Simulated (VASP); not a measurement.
Write the native input for VASP 6.6.1 that does the following.

- Task: relaxation of cell and atoms
- Functional: PBE
- Potentials or basis: VASP PAW PBE potentials, release 64 (K_sv, Be, Br)
- Cutoff: 600 eV
- k mesh: 4 × 4 × 4
- Occupations: gaussian, width 0.1 eV
- Spin: no spin polarisation
- Dipole correction: no
- Further INCAR settings: ALGO = Normal; EDIFF = 1e-06; IBRION = 2; EDIFFG = -0.04; NSW = 90; ISIF = 3

The structure of KBeBr lies in POSCAR:

```
KBeBr
1.0
    4.7054698000      0.0000000000      0.0000000000
    0.0000000000      4.7054698000      0.0000000000
    0.0000000000      0.0000000000      6.6545392000
K Be Br
2 2 2
Direct
    0.5000000000      0.5000000000      0.5000000000
    0.0000000000      0.0000000000      0.5000000000
    0.0000000000      0.0000000000      0.0000000000
    0.5000000000      0.5000000000      0.0000000000
    0.5000000000      0.0000000000      0.7500000000
    0.0000000000      0.5000000000      0.2500000000
```

One way to write it, as run:

INCAR

```
PREC = Accurate ; ENCUT = 600
EDIFF = 1E-6 ; ISMEAR = 0
SIGMA = 0.1 ; LREAL = F
LASPH = T ; NELM = 100
ALGO = Normal ; ISIF = 3
LWAVE = F ; LCHARG = F
GGA = PE ; IBRION = 2
NSW = 90 ; EDIFFG = -0.04
```

KPOINTS

```
regular mesh
0
Gamma
  4 4 4
```

Potentials or basis: VASP PAW PBE potentials, release 64 (K_sv, Be, Br).

Launch:

```bash
$ cat potpaw_PBE.64/K_sv/POTCAR potpaw_PBE.64/Be/POTCAR potpaw_PBE.64/Br/POTCAR > POTCAR
$ mpirun -np 1 vasp_std > vasp.out
```

It gave:

```yaml
Relaxed_volume: 46.79 Å³/atom
Relaxed_cell: a = 5.994 Å, b = 5.994 Å, c = 7.814 Å, α = 90.00°, β = 90.00°, γ = 90.00°
Space_group_after_relaxing_to_0.1_Å: P4/nmm (No. 129)
Energy_gained_by_relaxing: 514.0 meV/atom
Ionic_steps: 17
Pressure_after_relaxing: 0.0 GPa
Largest_force_after_relaxing: 0.037 eV/Å
Band_gap_on_the_k_mesh: 1.54 eV
```

Caveat: the volume moved by over 15 % at a fixed basis, so the end points are rough.

Wall time 7.8 min on 1 thread of Intel(R) Xeon(R) 6975P-C (Granite Rapids) (shared host), peak memory 0.33 GiB.
